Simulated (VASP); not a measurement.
**In8Sb9: single point with PBE**

System: In8Sb9, a slab with vacuum.

```
In Sb
1.0
     9.17358    0.00000    0.00000
     0.00000    6.48670    0.00000
     0.00000    0.00000   18.88018
In Sb
8 9
Cartesian
  0.0000 0.0000 1.0000
  6.8194 3.7926 3.7012
  2.1690 3.9296 3.6892
  4.5868 0.0000 1.0000
  4.3334 0.4976 5.7619
  2.4838 4.6357 9.0896
  7.0412 3.5312 8.1329
  -0.2636 0.8271 5.4366
  -0.1246 2.2350 2.9674
  2.2934 4.8650 1.0000
  6.8802 4.8650 1.0000
  4.4355 2.0821 3.3360
  4.5247 0.5540 8.6183
  6.7041 5.4234 6.0699
  1.7302 5.4064 6.0996
  0.3727 3.2184 7.2886
  4.7628 3.0024 9.7576
```

```json
{"Program": "VASP 6.6.1", "Task": "single point", "Functional": "PBE", "Potentials or basis": "VASP PAW PBE potentials, release 64 (In_d, Sb)", "Cutoff": "520 eV", "k mesh": "2 × 2 × 1", "Occupations": "fermi-dirac, width 0.15 eV", "Spin": "no spin polarisation"}
```

```
Largest force          : 1.606 eV/Å
Band gap on the k mesh : zero (an odd number of electrons rules out a gap without spin polarisation)
```

Forces on the atoms (eV/Å):
```
In  -0.045  0.144  0.611
In  -0.480  0.219 -0.096
In   0.046 -0.189 -0.186
In   0.005  0.279  0.784
In  -0.107  0.212 -0.190
In  -0.216  0.352 -0.180
In  -1.148  0.051  0.410
In  -0.237  0.082  0.181
Sb   0.404 -0.275 -0.065
Sb  -0.048 -0.023 -0.585
Sb  -0.094 -0.103 -0.451
Sb  -0.009  0.029 -0.029
Sb  -0.164 -0.516 -0.180
Sb  -0.080  0.410 -0.523
Sb   0.558  0.231 -0.356
Sb   1.101 -1.134  0.286
Sb   0.514  0.231  0.569
```

Levels at points of the mesh, in eV from the Fermi level:
```tsv
k point	band 72	band 73	band 74	band 75	band 76	band 77
(0.00, 0.00, 0.00)	-0.79	-0.30	-0.19	-0.09	0.26	0.41
(0.50, 0.00, 0.00)	-0.89	-0.68	-0.30	0.02	0.23	0.69
(0.00, 0.50, 0.00)	-0.68	-0.52	-0.44	-0.08	0.09	0.60
(0.50, 0.50, 0.00)	-0.61	-0.54	-0.14	0.09	0.54	0.73
```

Run time: 14 min on 1 thread of Intel(R) Xeon(R) Platinum 8488C (Sapphire Rapids), on a shared host, peak memory 0.98 GiB.

Caveat: the k points lie up to 0.48 Å⁻¹ apart, too coarse for converged energies and pressures of a metal; there is no dipole correction, which matters where the two faces differ; spin-orbit coupling is left out, which moves the levels of the heavy elements.
